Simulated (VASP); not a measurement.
# Si2Ni (Fm-3m) in VASP: single point with PBE

Aim: the single point of Si2Ni with PBE.

Everything below comes from runs of VASP 6.6.1. Logs are shortened: lines on timing, memory, paths and dates and some standing lists are left out, and cuts for length are marked.

### 1 The cell of the first run

Symmetry: Fm-3m, No. 225, cubic system. The conventional cell has a = 5.406 Å, b = 5.406 Å, c = 5.406 Å, α = 90.00°, β = 90.00°, γ = 90.00°. Si (site symmetry -43m) has 4 Ni at 2.34 Å and 6 Si at 2.70 Å within 3.1 Å. Ni (site symmetry m-3m) has 8 Si at 2.34 Å within 3.1 Å.

### 2 Single point, PBE, collinear spin, ferromagnetic start

Input file INCAR:

```
PREC = Accurate
ENCUT = 520
EDIFF = 1E-6
ISMEAR = -1
SIGMA = 0.1
LREAL = False
LASPH = True
NELM = 150
ALGO = Normal
ISIF = 2
LWAVE = False
LCHARG = False
ISPIN = 2
MAGMOM = 0 0 1
LORBIT = 11
LMAXMIX = 4
GGA = PE
NBANDS = 20
```

Input file KPOINTS:

```
regular mesh
0
Gamma
  8 8 8
```

Input file POSCAR:

```
Si2Ni
1.0
    3.8226190000      0.0000000000      0.0000000000
    1.9113095000      3.3104851630      0.0000000000
    1.9113095000      1.1034950543      3.1211553437
Si Ni
2 1
Direct
    0.2500000000      0.2500000000      0.2500000000
    0.7500000000      0.7500000000      0.7500000000
    0.0000000000      0.0000000000      0.0000000000
```

Potentials or basis: VASP PAW PBE potentials, release 64 (Si, Ni).

Run with:

```sh
cat potpaw_PBE.64/Si/POTCAR potpaw_PBE.64/Ni/POTCAR > POTCAR
mpirun -np 1 vasp_std > vasp.out
```

OUTCAR:

```text
PREC = Accurate
   ENCUT = 520
   EDIFF = 1E-6
   ISMEAR = -1
   LREAL = False
   LASPH = True
   NELM = 150
   ISIF = 2
   ISPIN = 2
   LORBIT = 11
   GGA = PE

 ion  position               nearest neighbor table
   1  0.250  0.250  0.250-   3 2.34   3 2.34   3 2.34   3 2.34   2 2.70   2 2.70   2 2.70   2 2.70
                             2 2.70   2 2.70
   2  0.750  0.750  0.750-   3 2.34   3 2.34   3 2.34   3 2.34   1 2.70   1 2.70   1 2.70   1 2.70
                             1 2.70   1 2.70
   3  0.000  0.000  0.000-   1 2.34   2 2.34   2 2.34   1 2.34   1 2.34   2 2.34   1 2.34   2 2.34

  LATTYP: Found a face centered cubic cell.
 ALAT       =     5.4059996336

  Lattice vectors:

 A1 = (   3.8226190000,   0.0000000000,   0.0000000000)
 A2 = (   1.9113095000,   3.3104851630,   0.0000000000)
 A3 = (   1.9113095000,   1.1034950543,   3.1211553437)

Analysis of symmetry for initial positions (statically):
=====================================================================
 Subroutine PRICEL returns:
 Original cell was already a primitive cell.

 Routine SETGRP: Setting up the symmetry group for a
 face centered cubic supercell.

 Subroutine GETGRP returns: Found 48 space group operations
 (whereof 48 operations were pure point group operations)
 out of a pool of 48 trial point group operations.

The static configuration has the point symmetry O_h .

Analysis of symmetry for dynamics (positions and initial velocities):
=====================================================================
 Subroutine PRICEL returns:
 Original cell was already a primitive cell.

 Routine SETGRP: Setting up the symmetry group for a
 face centered cubic supercell.

 Subroutine GETGRP returns: Found 48 space group operations
 (whereof 48 operations were pure point group operations)
 out of a pool of 48 trial point group operations.

The dynamic configuration has the point symmetry O_h .

Analysis of structural, dynamic, and magnetic symmetry:
=====================================================================
 Subroutine PRICEL returns:
 Original cell was already a primitive cell.

 Routine SETGRP: Setting up the symmetry group for a
 face centered cubic supercell.

 Subroutine GETGRP returns: Found 48 space group operations
 (whereof 48 operations were pure point group operations)
 out of a pool of 48 trial point group operations.

The overall configuration has the point symmetry O_h .

 Subroutine INISYM returns: Found 48 space group operations
 (whereof 48 operations are pure point group operations),
 and found     1 'primitive' translations

----------------------------------------------------------------------------------------

                                     Primitive cell

  volume of cell :      39.4974

  direct lattice vectors                    reciprocal lattice vectors
     3.822619000  0.000000000  0.000000000     0.261600751 -0.151035264 -0.106798059
     1.911309500  3.310485163  0.000000000     0.000000000  0.302070528 -0.106798059
     1.911309500  1.103495054  3.121155344     0.000000000  0.000000000  0.320394178

  length of vectors
     3.822619000  3.822619000  3.822619000     0.320394178  0.320394178  0.320394178

  position of ions in fractional coordinates (direct lattice)
     0.250000000  0.250000000  0.250000000
     0.750000000  0.750000000  0.750000000
     0.000000000  0.000000000  0.000000000

  ion indices of the primitive-cell ions
   primitive index   ion index
                 1           1
                 2           2
                 3           3

----------------------------------------------------------------------------------------

 KPOINTS: regular mesh

Automatic generation of k-mesh.
 Grid dimensions read from file:
 generate k-points for:    8    8    8

 Generating k-lattice:

  Cartesian coordinates                     Fractional coordinates (reciprocal lattice)
     0.032700094 -0.018879408 -0.013349757     0.125000000 -0.000000000 -0.000000000
     0.000000000  0.037758816 -0.013349757     0.000000000  0.125000000  0.000000000
     0.000000000  0.000000000  0.040049272     0.000000000  0.000000000  0.125000000

  Length of vectors
     0.040049272  0.040049272  0.040049272

  Shift w.r.t. Gamma in fractional coordinates (k-lattice)
     0.000000000  0.000000000  0.000000000

 Subroutine IBZKPT returns following result:
 ===========================================

 Found     29 irreducible k-points:

 Following reciprocal coordinates:
            Coordinates               Weight
  0.000000  0.000000  0.000000      1.000000
  0.125000  0.000000  0.000000      8.000000
  0.250000  0.000000  0.000000      8.000000
  0.375000  0.000000 -0.000000      8.000000
  0.500000  0.000000  0.000000      4.000000
  0.125000  0.125000  0.000000      6.000000
[... 16 lines left out ...]
  0.500000  0.250000  0.125000     48.000000
 -0.375000  0.250000  0.125000     24.000000
 [... further k-points ...]
   k-points           NKPTS =     29   k-points in BZ     NKDIM =     29   number of bands    NBANDS=     20
   number of dos      NEDOS =    301   number of ions     NIONS =      3
   total plane-waves  NPLWV =  21952
   dimension x,y,z NGX =    28 NGY =   28 NGZ =   28
   dimension x,y,z NGXF=    56 NGYF=   56 NGZF=   56
   ions per type =               2   1
   NGX,Y,Z   is equivalent  to a cutoff of  12.18, 12.18, 12.18 a.u.
   NGXF,Y,Z  is equivalent  to a cutoff of  24.35, 24.35, 24.35 a.u.
 SYSTEM =  unknown system
   PREC   = accura    normal or accurate (medium, high low for compatibility)
   ISTART =      0    job   : 0-new  1-cont  2-samecut
   ICHARG =      2    charge: 1-file 2-atom 10-const
   ISPIN  =      2    spin polarized calculation?
   LNONCOLLINEAR =      F non collinear calculations
   LSORBIT =      F    spin-orbit coupling
   LASPH  =      T    aspherical Exc in radial PAW
   ENCUT  =  520.0 eV  38.22 Ry    6.18 a.u.   7.11  7.11  7.11*2*pi/ulx,y,z
   NELM   =    150;   NELMIN=  2; NELMDL= -5     # of ELM steps
   EDIFF  = 0.1E-05   stopping-criterion for ELM
   LREAL  =      F    real-space projection
   EDIFFG = 0.1E-04   stopping-criterion for IOM
   NSW    =      0    number of steps for IOM
   IBRION =     -1    ionic relax: 0-MD 1-quasi-New 2-CG
   NFREE  =      0    steps in history (QN), initial steepest desc. (CG)
   ISIF   =      2    stress and relaxation
   ISYM   =      2    0-nonsym 1-usesym 2-fastsym
   POTIM  = 0.5000    time-step for ionic-motion
   TEBEG  =    0.0;   TEEND  =   0.0 temperature during run
   PSTRESS=    0.0 pullay stress
   NELECT =      18.0000    total number of electrons
   NUPDOWN=      -1.0000    fix difference up-down
   EMIN   =  10.00;   EMAX   =-10.00  energy-range for DOS
   EFERMI =   0.00;   METHOD = LEGACY
   ISMEAR =    -1;   SIGMA  =   0.10  broadening in eV -4-tet -1-fermi 0-gaus
   EFERMI_NEDOS =   21; number of points for ismear=-14 and -15
   IALGO  =     38    algorithm
   IMIX   =      4    mixing-type and parameters
     AMIX     =   0.40;   BMIX     =  1.00
     AMIX_MAG =   1.60;   BMIX_MAG =  1.00
  volume/ion in A,a.u.               =      13.17        88.85
  Fermi-wavevector in a.u.,A,eV,Ry     =   1.259823  2.380721 21.594553  1.587155
  Thomas-Fermi vector in A             =   2.393364
   LORBIT       =     11    0 simple, 1 ext, 2 COOP (PROOUT), +10 PAW based schemes
   GGA     = PE    functional components
   LHFCALC =     F    Hartree Fock is set to
   AEXX    =    0.0000 exact exchange contribution
   IVDW    =     0    specifies the selected vdW correction
   LEPSILON=     F    determine dielectric tensor
   LRPA    =     F    only Hartree local field effects (RPA)
 spin polarized calculation
  energy-cutoff  :      520.00
  volume of cell :       39.50
 maximum number of plane-waves:      1090
   NGX = 15   NGY = 15   NGZ = 15

 number of electron      17.9999999 magnetization       0.0003433

 number of electron      17.9999999 magnetization      -0.0003865

 Free energy of the ion-electron system (eV)
  ---------------------------------------------------
  ext. energy  EPLUGINS =         0.00000000
  ---------------------------------------------------
  free energy    TOTEN  =       -17.37357293 eV

  energy without entropy =      -17.34165113  energy(sigma->0) =      -17.35761203

 E-fermi :  10.3911     XC(G=0): -11.5870

 val. band max:       10.3226658216   @ k =   0.2500   0.0000   0.0000
 cond. band min:      10.3986949529   @ k =   0.3750   0.2500   0.0000
 fundamental gap:      0.0760291312
 Fermi energy:        10.3911157962

 spin component 1

 k-point     1 :       0.0000    0.0000    0.0000
  band No.  band energies     occupation
      1      -3.3989      1.00000
      2       5.2444      1.00000
      3       5.2444      1.00000
      4       5.2444      1.00000
      5       6.9320      1.00000
      6       6.9320      1.00000
[... 12 lines left out ...]
     19      19.6249      0.00000
     20      23.3431      0.00000

 k-point     2 :       0.1250    0.0000    0.0000
  band No.  band energies     occupation
      1      -3.1676      1.00000
      2       4.7821      1.00000
      3       5.3164      1.00000
      4       5.3164      1.00000
      5       6.8926      1.00000
      6       6.8926      1.00000
[... 12 lines left out ...]
     19      20.6577      0.00000
     20      24.0913      0.00000
[... 465 lines left out ...]
      3       4.8311      1.00000
      4       5.6120      1.00000
      5       6.1038      1.00000
      6       6.7899      1.00000
[... 12 lines left out ...]
     19      24.0498      0.00000
     20      26.1235      0.00000

 k-point    24 :      -0.3750    0.2500    0.1250
  band No.  band energies     occupation
      1       0.4231      1.00000
      2       0.8507      1.00000
      3       4.8545      1.00000
      4       5.2487      1.00000
      5       6.1783      1.00000
      6       6.9077      1.00000
[... 12 lines left out ...]
     19      24.5093      0.00000
     20      25.1261      0.00000

 [... further k-points ...]

 spin component 2

 k-point     1 :       0.0000    0.0000    0.0000
  band No.  band energies     occupation
      1      -3.3989      1.00000
      2       5.2444      1.00000
      3       5.2444      1.00000
      4       5.2444      1.00000
      5       6.9327      1.00000
      6       6.9327      1.00000
[... 12 lines left out ...]
     19      19.6251      0.00000
     20      23.3430      0.00000

 k-point     2 :       0.1250    0.0000    0.0000
  band No.  band energies     occupation
      1      -3.1676      1.00000
      2       4.7821      1.00000
      3       5.3164      1.00000
      4       5.3164      1.00000
      5       6.8932      1.00000
      6       6.8932      1.00000
[... 12 lines left out ...]
     19      20.6578      0.00000
     20      24.0913      0.00000
[... 465 lines left out ...]
      3       4.8311      1.00000
      4       5.6122      1.00000
      5       6.1038      1.00000
      6       6.7901      1.00000
[... 12 lines left out ...]
     19      24.0498      0.00000
     20      26.1234      0.00000

 k-point    24 :      -0.3750    0.2500    0.1250
  band No.  band energies     occupation
      1       0.4230      1.00000
      2       0.8507      1.00000
      3       4.8546      1.00000
      4       5.2487      1.00000
      5       6.1783      1.00000
      6       6.9078      1.00000
[... 12 lines left out ...]
     19      24.5093      0.00000
     20      25.1261      0.00000

 [... further k-points ...]
[... 5 lines left out ...]
  --------------------------------------------------------------------------------------
  -------------------------------------------------------------------------------------
  Total        0.7883417      0.7883417      0.7883417     -0.0000000     -0.0000000      0.0000000
  in kB       31.9784235     31.9784235     31.9784235     -0.0000000     -0.0000000      0.0000000
  external PRESSURE =      31.9784235 kB  Pullay stress =       0.0000000 kB

 VOLUME and BASIS-vectors are now :
 -----------------------------------------------------------------------------
  energy-cutoff  :      520.00
  volume of cell :       39.50
      direct lattice vectors                 reciprocal lattice vectors
     3.822619000  0.000000000  0.000000000     0.261600751 -0.151035264 -0.106798059
     1.911309500  3.310485163  0.000000000     0.000000000  0.302070528 -0.106798059
     1.911309500  1.103495054  3.121155344     0.000000000  0.000000000  0.320394178

 POSITION                                       TOTAL-FORCE (eV/Angst)
 -----------------------------------------------------------------------------------
      1.91131      1.10350      0.78029         0.000000      0.000000      0.000000
      5.73393      3.31049      2.34087        -0.000000     -0.000000     -0.000000
      0.00000      0.00000      0.00000         0.000000     -0.000000      0.000000
 -----------------------------------------------------------------------------------
    total drift:                                0.000000     -0.000000     -0.000000

  FREE ENERGIE OF THE ION-ELECTRON SYSTEM (eV)
  ---------------------------------------------------
  free  energy   TOTEN  =       -17.3735729304 eV

  energy  without entropy=      -17.3416511330  energy(sigma->0) =      -17.35761203

 total charge

# of ion       s       p       d       tot
------------------------------------------
    1        0.740   0.845   0.000   1.586
    2        0.740   0.845   0.000   1.586
    3        0.560   0.802   8.446   9.807
--------------------------------------------------
tot          2.040   2.492   8.446  12.979

 magnetization (x)

# of ion       s       p       d       tot
------------------------------------------
    1       -0.000   0.000   0.000  -0.000
    2       -0.000   0.000   0.000  -0.000
    3       -0.000  -0.000   0.000   0.000
--------------------------------------------------
tot         -0.000  -0.000   0.000   0.000
```

Run time: 39 s. Hardware: 1 thread of Intel Xeon Platinum 8259CL at 2.50GHz (Skylake/Cascade Lake), shared host; peak memory 0.18 GiB.

Results:

| Property | Result |
| --- | --- |
| Free energy | -17.3736 eV |
| Pressure | 3.2 GPa |
| Band gap on the k mesh | zero (filled and empty bands overlap) |
| Net moment | 0.00 μB per cell |
| Valence electrons inside the program's atomic spheres | Si 1.59; Ni 9.81 |
